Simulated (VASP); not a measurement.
# AlNi3 (Pm-3m) in VASP: single point with PBEsol

Aim: the single point of AlNi3 with PBEsol.

All numbers are computed with VASP 6.6.1; they aren't measurements. Logs are shortened: lines on timing, memory, paths and dates and some standing lists are left out, and cuts for length are marked.

## Step 1: The cell of the first run

It takes space group Pm-3m (No. 221, cubic). The conventional cell has a = 3.568 Å, b = 3.568 Å, c = 3.568 Å, α = 90.00°, β = 90.00°, γ = 90.00°. Al (site symmetry m-3m) has 12 Ni at 2.52 Å within 3.3 Å. Ni (site symmetry 4/mmm) has 4 Al at 2.52 Å and 8 Ni at 2.52 Å within 3.3 Å.

## Step 2: Single point, PBEsol, collinear spin, ferromagnetic start

Contents of INCAR:

```
SYSTEM = AlNi3
PREC = Accurate
ENCUT = 520
EDIFF = 1E-6
ISMEAR = 0
SIGMA = 0.05
LREAL = .FALSE.
LASPH = .TRUE.
NELM = 150
ALGO = Fast
ISIF = 2
LWAVE = .FALSE.
LCHARG = .TRUE.
ISPIN = 2
MAGMOM = 0 0.5 0.5 0.5
LORBIT = 11
LMAXMIX = 4
GGA = PS
LELF = .TRUE.
LVHAR = .TRUE.
NBANDS = 28
```

Contents of KPOINTS:

```
Automatic mesh
0
G
  16 16 16
  0 0 0
```

Contents of POSCAR:

```
AlNi3
1.0
    3.5680000000      0.0000000000      0.0000000000
    0.0000000000      3.5680000000      0.0000000000
    0.0000000000      0.0000000000      3.5680000000
Al Ni
1 3
Direct
    0.0000000000      0.0000000000      0.0000000000
    0.0000000000      0.5000000000      0.5000000000
    0.5000000000      0.0000000000      0.5000000000
    0.5000000000      0.5000000000      0.0000000000
```

Potentials or basis: VASP PAW PBE potentials, release 64 (Al, Ni).

Command:

```sh
$ cat potpaw_PBE.64/Al/POTCAR potpaw_PBE.64/Ni/POTCAR > POTCAR
$ mpirun -np 1 vasp_std > vasp.out
```

OUTCAR:

```text
SYSTEM = AlNi3
   PREC = Accurate
   ENCUT = 520
   EDIFF = 1E-6
   ISMEAR = 0
   LREAL = .FALSE.
   LASPH = .TRUE.
   NELM = 150
   ISIF = 2
   ISPIN = 2
   LORBIT = 11
   GGA = PS

 ion  position               nearest neighbor table
   1  0.000  0.000  0.000-   2 2.52   3 2.52   4 2.52   2 2.52   3 2.52   2 2.52   4 2.52   2 2.52
                             3 2.52   4 2.52   3 2.52   4 2.52
   2  0.000  0.500  0.500-   1 2.52   3 2.52   4 2.52   1 2.52   4 2.52   1 2.52   3 2.52   1 2.52
                             3 2.52   4 2.52   4 2.52   3 2.52
   3  0.500  0.000  0.500-   1 2.52   2 2.52   4 2.52   1 2.52   4 2.52   2 2.52   4 2.52   4 2.52
                             1 2.52   2 2.52   1 2.52   2 2.52
   4  0.500  0.500  0.000-   1 2.52   2 2.52   3 2.52   2 2.52   3 2.52   1 2.52   3 2.52   3 2.52
                             1 2.52   2 2.52   2 2.52   1 2.52

  LATTYP: Found a simple cubic cell.
 ALAT       =     3.5680000000

  Lattice vectors:

 A1 = (   3.5680000000,   0.0000000000,   0.0000000000)
 A2 = (   0.0000000000,   3.5680000000,   0.0000000000)
 A3 = (   0.0000000000,   0.0000000000,   3.5680000000)

Analysis of symmetry for initial positions (statically):
=====================================================================
 Subroutine PRICEL returns:
 Original cell was already a primitive cell.

 Routine SETGRP: Setting up the symmetry group for a
 simple cubic supercell.

 Subroutine GETGRP returns: Found 48 space group operations
 (whereof 48 operations were pure point group operations)
 out of a pool of 48 trial point group operations.

The static configuration has the point symmetry O_h .

Analysis of symmetry for dynamics (positions and initial velocities):
=====================================================================
 Subroutine PRICEL returns:
 Original cell was already a primitive cell.

 Routine SETGRP: Setting up the symmetry group for a
 simple cubic supercell.

 Subroutine GETGRP returns: Found 48 space group operations
 (whereof 48 operations were pure point group operations)
 out of a pool of 48 trial point group operations.

The dynamic configuration has the point symmetry O_h .

Analysis of structural, dynamic, and magnetic symmetry:
=====================================================================
 Subroutine PRICEL returns:
 Original cell was already a primitive cell.

 Routine SETGRP: Setting up the symmetry group for a
 simple cubic supercell.

 Subroutine GETGRP returns: Found 48 space group operations
 (whereof 48 operations were pure point group operations)
 out of a pool of 48 trial point group operations.

The overall configuration has the point symmetry O_h .

 Subroutine INISYM returns: Found 48 space group operations
 (whereof 48 operations are pure point group operations),
 and found     1 'primitive' translations

----------------------------------------------------------------------------------------

                                     Primitive cell

  volume of cell :      45.4229

  direct lattice vectors                    reciprocal lattice vectors
     3.568000000  0.000000000  0.000000000     0.280269058  0.000000000  0.000000000
     0.000000000  3.568000000  0.000000000     0.000000000  0.280269058  0.000000000
     0.000000000  0.000000000  3.568000000     0.000000000  0.000000000  0.280269058

  length of vectors
     3.568000000  3.568000000  3.568000000     0.280269058  0.280269058  0.280269058

  position of ions in fractional coordinates (direct lattice)
     0.000000000  0.000000000  0.000000000
     0.000000000  0.500000000  0.500000000
     0.500000000  0.000000000  0.500000000
     0.500000000  0.500000000  0.000000000

  ion indices of the primitive-cell ions
   primitive index   ion index
                 1           1
                 2           2
                 3           3
                 4           4

----------------------------------------------------------------------------------------

 KPOINTS: Automatic mesh

Automatic generation of k-mesh.
 Grid dimensions read from file:
 generate k-points for:   16   16   16

 Generating k-lattice:

  Cartesian coordinates                     Fractional coordinates (reciprocal lattice)
     0.017516816  0.000000000  0.000000000     0.062500000  0.000000000  0.000000000
     0.000000000  0.017516816  0.000000000     0.000000000  0.062500000  0.000000000
     0.000000000  0.000000000  0.017516816     0.000000000  0.000000000  0.062500000

  Length of vectors
     0.017516816  0.017516816  0.017516816

  Shift w.r.t. Gamma in fractional coordinates (k-lattice)
     0.000000000  0.000000000  0.000000000

 Subroutine IBZKPT returns following result:
 ===========================================

 Found    165 irreducible k-points:

 Following reciprocal coordinates:
            Coordinates               Weight
  0.000000  0.000000  0.000000      1.000000
  0.062500  0.000000  0.000000      6.000000
  0.125000  0.000000  0.000000      6.000000
  0.187500  0.000000  0.000000      6.000000
  0.250000  0.000000  0.000000      6.000000
  0.312500  0.000000  0.000000      6.000000
[... 16 lines left out ...]
  0.437500  0.125000  0.000000     24.000000
  0.500000  0.125000  0.000000     12.000000
 [... further k-points ...]
   k-points           NKPTS =    165   k-points in BZ     NKDIM =    165   number of bands    NBANDS=     28
   number of dos      NEDOS =    301   number of ions     NIONS =      4
   total plane-waves  NPLWV =  21952
   dimension x,y,z NGX =    28 NGY =   28 NGZ =   28
   dimension x,y,z NGXF=    56 NGYF=   56 NGZF=   56
   ions per type =               1   3
   NGX,Y,Z   is equivalent  to a cutoff of  13.05, 13.05, 13.05 a.u.
   NGXF,Y,Z  is equivalent  to a cutoff of  26.09, 26.09, 26.09 a.u.
 SYSTEM =  AlNi3
   PREC   = accura    normal or accurate (medium, high low for compatibility)
   ISTART =      0    job   : 0-new  1-cont  2-samecut
   ICHARG =      2    charge: 1-file 2-atom 10-const
   ISPIN  =      2    spin polarized calculation?
   LNONCOLLINEAR =      F non collinear calculations
   LSORBIT =      F    spin-orbit coupling
   LASPH  =      T    aspherical Exc in radial PAW
   ENCUT  =  520.0 eV  38.22 Ry    6.18 a.u.   6.63  6.63  6.63*2*pi/ulx,y,z
   NELM   =    150;   NELMIN=  2; NELMDL= -5     # of ELM steps
   EDIFF  = 0.1E-05   stopping-criterion for ELM
   LREAL  =      F    real-space projection
   EDIFFG = 0.1E-04   stopping-criterion for IOM
   NSW    =      0    number of steps for IOM
   IBRION =     -1    ionic relax: 0-MD 1-quasi-New 2-CG
   NFREE  =      0    steps in history (QN), initial steepest desc. (CG)
   ISIF   =      2    stress and relaxation
   ISYM   =      2    0-nonsym 1-usesym 2-fastsym
   POTIM  = 0.5000    time-step for ionic-motion
   TEBEG  =    0.0;   TEEND  =   0.0 temperature during run
   PSTRESS=    0.0 pullay stress
   NELECT =      33.0000    total number of electrons
   NUPDOWN=      -1.0000    fix difference up-down
   EMIN   =  10.00;   EMAX   =-10.00  energy-range for DOS
   EFERMI =   0.00;   METHOD = LEGACY
   ISMEAR =     0;   SIGMA  =   0.05  broadening in eV -4-tet -1-fermi 0-gaus
   EFERMI_NEDOS =   21; number of points for ismear=-14 and -15
   IALGO  =     68    algorithm
   IMIX   =      4    mixing-type and parameters
     AMIX     =   0.40;   BMIX     =  1.00
     AMIX_MAG =   1.60;   BMIX_MAG =  1.00
  volume/ion in A,a.u.               =      11.36        76.63
  Fermi-wavevector in a.u.,A,eV,Ry     =   1.471707  2.781123 29.469143  2.165921
  Thomas-Fermi vector in A             =   2.586810
   LORBIT       =     11    0 simple, 1 ext, 2 COOP (PROOUT), +10 PAW based schemes
   GGA     = PS    functional components
   LHFCALC =     F    Hartree Fock is set to
   AEXX    =    0.0000 exact exchange contribution
   IVDW    =     0    specifies the selected vdW correction
   LEPSILON=     F    determine dielectric tensor
   LRPA    =     F    only Hartree local field effects (RPA)
 spin polarized calculation
 RMM-DIIS sequential band-by-band and
 Gauss-broadening in eV      SIGMA  =   0.05
  energy-cutoff  :      520.00
  volume of cell :       45.42
 maximum number of plane-waves:      1245
 NGX is ok and might be reduce to    28
   NGX = 13   NGY = 13   NGZ = 13

 number of electron      33.0000022 magnetization       0.7202538

 Free energy of the ion-electron system (eV)
  ---------------------------------------------------
  ext. energy  EPLUGINS =         0.00000000
  ---------------------------------------------------
  free energy    TOTEN  =       -24.24927024 eV

  energy without entropy =      -24.24488882  energy(sigma->0) =      -24.24707953

 E-fermi :   9.2562     XC(G=0): -12.7971

 val. band max:        9.2542241785   @ k =   0.2500   0.2500   0.0000
 cond. band min:       9.2567211974   @ k =   0.3125   0.2500   0.0625
 fundamental gap:      0.0024970189
 Fermi energy:         9.2561847735

 spin component 1

 k-point     1 :       0.0000    0.0000    0.0000
  band No.  band energies     occupation
      1      -0.6624      1.00000
      2       4.9880      1.00000
      3       5.6436      1.00000
      4       5.6436      1.00000
      5       5.9893      1.00000
      6       5.9893      1.00000
[... 20 lines left out ...]
     27      23.0841      0.00000
[... 691 lines left out ...]
      6       6.3810      1.00000
[... 20 lines left out ...]
     27      24.1574      0.00000
     28      24.7677      0.00000

 [... further k-points ...]

 spin component 2

 k-point     1 :       0.0000    0.0000    0.0000
  band No.  band energies     occupation
      1      -0.6843      1.00000
      2       5.0840      1.00000
      3       5.7977      1.00000
      4       5.7977      1.00000
      5       6.2668      1.00000
      6       6.2668      1.00000
[... 20 lines left out ...]
     27      23.0883      0.00000
[... 691 lines left out ...]
      6       6.7064      1.00000
[... 20 lines left out ...]
     27      24.1631      0.00000
     28      24.8490      0.00000

 [... further k-points ...]
[... 5 lines left out ...]
  --------------------------------------------------------------------------------------
  -------------------------------------------------------------------------------------
  Total       -2.1670788     -2.1670788     -2.1670788      0.0000000     -0.0000000     -0.0000000
  in kB      -76.4382522    -76.4382522    -76.4382522      0.0000000     -0.0000000     -0.0000000
  external PRESSURE =     -76.4382522 kB  Pullay stress =       0.0000000 kB

 VOLUME and BASIS-vectors are now :
 -----------------------------------------------------------------------------
  energy-cutoff  :      520.00
  volume of cell :       45.42
      direct lattice vectors                 reciprocal lattice vectors
     3.568000000  0.000000000  0.000000000     0.280269058  0.000000000  0.000000000
     0.000000000  3.568000000  0.000000000     0.000000000  0.280269058  0.000000000
     0.000000000  0.000000000  3.568000000     0.000000000  0.000000000  0.280269058

 POSITION                                       TOTAL-FORCE (eV/Angst)
 -----------------------------------------------------------------------------------
      0.00000      0.00000      0.00000         0.000000      0.000000      0.000000
      0.00000      1.78400      1.78400         0.000000      0.000000      0.000000
      1.78400      0.00000      1.78400         0.000000      0.000000      0.000000
      1.78400      1.78400      0.00000         0.000000      0.000000      0.000000
 -----------------------------------------------------------------------------------
    total drift:                                0.000000      0.000000      0.000000

  FREE ENERGIE OF THE ION-ELECTRON SYSTEM (eV)
  ---------------------------------------------------
  free  energy   TOTEN  =       -24.2492702381 eV

  energy  without entropy=      -24.2448888157  energy(sigma->0) =      -24.24707953

 total charge

# of ion       s       p       d       tot
------------------------------------------
    1        0.405   0.388   0.000   0.793
    2        0.494   0.515   8.377   9.385
    3        0.494   0.515   8.377   9.385
    4        0.494   0.515   8.377   9.385
--------------------------------------------------
tot          1.886   1.932  25.130  28.949

 magnetization (x)

# of ion       s       p       d       tot
------------------------------------------
    1       -0.001  -0.008   0.000  -0.008
    2       -0.003  -0.008   0.267   0.256
    3       -0.003  -0.008   0.267   0.256
    4       -0.003  -0.008   0.267   0.256
--------------------------------------------------
tot         -0.009  -0.033   0.802   0.760
```

Run time: 3.8 min. Hardware: 1 thread of Intel Xeon Platinum 8488C (Sapphire Rapids), shared host; peak memory 0.39 GiB.

Results:

- Free energy: -24.2493 eV
- Pressure: -7.6 GPa
- Net moment: 0.72 μB per cell
- Site moments: Al -0.01; Ni +0.26 μB
- Valence electrons inside the program's atomic spheres: Al 0.79; Ni 9.38

Levels at points of the mesh, in eV from the Fermi level:
Spin up:
```tsv
k point	band 15	band 16	band 17	band 18	band 19	band 20
(0.00, 0.00, 0.00)	-0.09	-0.09	0.86	0.86	0.86	6.50
(0.50, 0.00, 0.00)	-1.03	-0.49	-0.08	5.47	5.47	5.53
(0.50, 0.50, 0.00)	-0.98	-0.95	-0.57	0.82	0.82	8.11
(0.50, 0.50, 0.50)	-1.05	-0.25	-0.25	-0.25	-0.19	3.35
```
Spin down:
| k point | band 13 | band 14 | band 15 | band 16 | band 17 | band 18 | band 19 | band 20 |
| --- | --- | --- | --- | --- | --- | --- | --- | --- |
| (0.00, 0.00, 0.00) | 0.01 | 0.33 | 0.33 | 0.33 | 0.83 | 0.83 | 0.83 | 6.60 |
| (0.50, 0.00, 0.00) | -0.91 | -0.91 | -0.80 | -0.29 | 0.33 | 5.52 | 5.52 | 5.59 |
| (0.50, 0.50, 0.00) | -1.09 | -1.05 | -0.75 | -0.59 | -0.42 | 1.11 | 1.11 | 8.13 |
| (0.50, 0.50, 0.50) | -1.10 | -0.86 | -0.86 | -0.20 | 0.10 | 0.10 | 0.10 | 3.46 |

Caveat: the cell stands under tension; the PAW data sets were made with another functional, which shifts forces and pressure a little.
